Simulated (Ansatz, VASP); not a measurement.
Si4N: VASP beside Ansatz

```xyz
10
Lattice="2.7072 0.0000 0.0000 -0.9698 5.6747 0.0000 -0.4052 -1.4324 9.2236" Properties=species:S:1:pos:R:3 pbc="T T T"
Si    0.6228    0.4922    1.9545
Si   -0.4740    3.5041    0.6985
Si    0.2821    1.8638    4.0805
Si   -0.4813    3.9785    3.0154
Si   -0.0113   -0.4210    5.1814
Si    0.9532    2.9332    6.2477
Si    0.6692    0.7442    7.4293
Si    0.5130    4.2685    8.2163
N    -0.4321    5.3248    0.1463
N     0.4735    1.3604    9.1484
```

Change from the starting cell: the structure that the rattled cell fell into.

Alike in both runs: task single point; functional PBE; k mesh 6 × 4 × 2; occupations gaussian, width 0.1 eV; collinear spin.

|  | VASP | Ansatz |
| --- | --- | --- |
| version | VASP 6.6.1 | Ansatz 0.2.0 |
| potentials or method | VASP PAW PBE potentials, release 64 (Si, N), cutoff 520 eV | scalar-relativistic, plane waves, PAW |
| valence electrons in the cell | 42 | 42 |

Ansatz gave:

| Item | Value |
| --- | --- |
| gap on the k mesh at the Fermi level (eV) | none |
| pressure (GPa) | 0.2 |
| traceless stress, the component that is largest in VASP (GPa) | 0.16 |
| rms of the force components (eV/Å) | 0.012 |
| net moment per atom (μB) | 0.00 |

**Question.** Which values does VASP return?

**Answer.** gap on the k mesh at the Fermi level (eV): none; pressure (GPa): 0.1; traceless stress, the component that is largest in VASP (GPa): 0.16; rms of the force components (eV/Å): 0.013; net moment per atom (μB): 0.00.

Atom by atom the forces differ by 0.004 eV/Å (rms over components). A gap of «none» marks a metal or a gap that the smearing closes. Ansatz's warnings: seeded moment not kept.

The k mesh is coarse, so the values compare programs but aren't converged.
